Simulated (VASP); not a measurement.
Here is a VASP 6.6.1 calculation.

POSCAR

```
ZnCu
1.0
    2.9200023228      0.0000000000      0.0000000000
    0.0000000000      2.9200023228      0.0000000000
    0.0000000000      0.0000000000      2.9200023228
Zn Cu
1 1
Direct
    0.5000000000      0.5000000000      0.5000000000
    0.0000000000      0.0000000000      0.0000000000
```

Contents of INCAR.step1:

```
SYSTEM = ZnCu
  PREC = Accurate
  ENCUT = 520
  ISMEAR = 0
  SIGMA = 0.05
  LREAL = .False.
  LASPH = .True.
  NELM = 100
  NBANDS = 18
  GGA = PE
  ALGO = Normal
  EDIFF = 1E-4
  LWAVE = .True.
  LCHARG = .False.
```

Contents of INCAR.step2:

```
SYSTEM = ZnCu
  PREC = Accurate
  ENCUT = 520
  EDIFF = 1E-6
  ISMEAR = 0
  SIGMA = 0.05
  LREAL = .False.
  LASPH = .True.
  NELM = 100
  ALGO = Normal
  ISIF = 2
  LWAVE = .False.
  LCHARG = .False.
  METAGGA = R2SCAN
  LMIXTAU = .True.
  NBANDS = 18
  ISTART = 1
```

File KPOINTS:

```
regular mesh
0
Gamma
  12 12 12
  0 0 0
```

Potentials or basis: VASP PAW PBE potentials, release 64 (Zn, Cu).

Command:

```console
$ cat potpaw_PBE.64/Zn/POTCAR potpaw_PBE.64/Cu/POTCAR > POTCAR
$ cp INCAR.step1 INCAR
$ mpirun -np 1 vasp_std > vasp.out
$ cp INCAR.step2 INCAR
$ mpirun -np 1 vasp_std > vasp.out
```

Q: Predict the pressure.

A: 0.7 GPa.

Q: Estimate the band gap on the k mesh.

A: Zero (an odd number of electrons rules out a gap without spin polarisation).

Caveat: the PAW data sets were made with another functional, which shifts forces and pressure a little.
